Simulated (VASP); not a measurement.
SnO2, 3 atoms in the cell. Symmetry: R-3m, No. 166, trigonal system. Conventional cell: a = 3.212 Å, b = 3.212 Å, c = 14.305 Å, α = 90.00°, β = 90.00°, γ = 120.00°. Within 2.8 Å of Sn (site symmetry -3m) lie 6 O at 2.11 Å. Within 2.8 Å of O (site symmetry 3m) lie 3 Sn at 2.11 Å and 3 O at 2.74 Å. 

- Program: VASP 6.6.1
- Task: single point
- Functional: PBE
- Potentials or basis: VASP PAW PBE potentials, release 64 (Sn_d, O)
- Cutoff: 520 eV
- k mesh: 10 × 10 × 10
- Occupations: fermi-dirac, width 0.05 eV
- Spin: no spin polarisation
- Dipole correction: no
- Further INCAR settings: ALGO = Normal; EDIFF = 1e-07; NBANDS = 20

Potentials or basis: VASP PAW PBE potentials, release 64 (Sn_d, O).

Launch:

```sh
$ cat potpaw_PBE.64/Sn_d/POTCAR potpaw_PBE.64/O/POTCAR > POTCAR
$ mpirun -np 1 vasp_std > vasp.out
```

Hardware: 1 thread of Intel Xeon 8259CL, on a shared host.

Question: How long does it take, and how much memory?

Answer: Wall time 5.7 min on 1 thread of Intel Xeon 8259CL, with other jobs on the host, peak memory 0.29 GiB. Counts: scf iterations 13, k points 116.
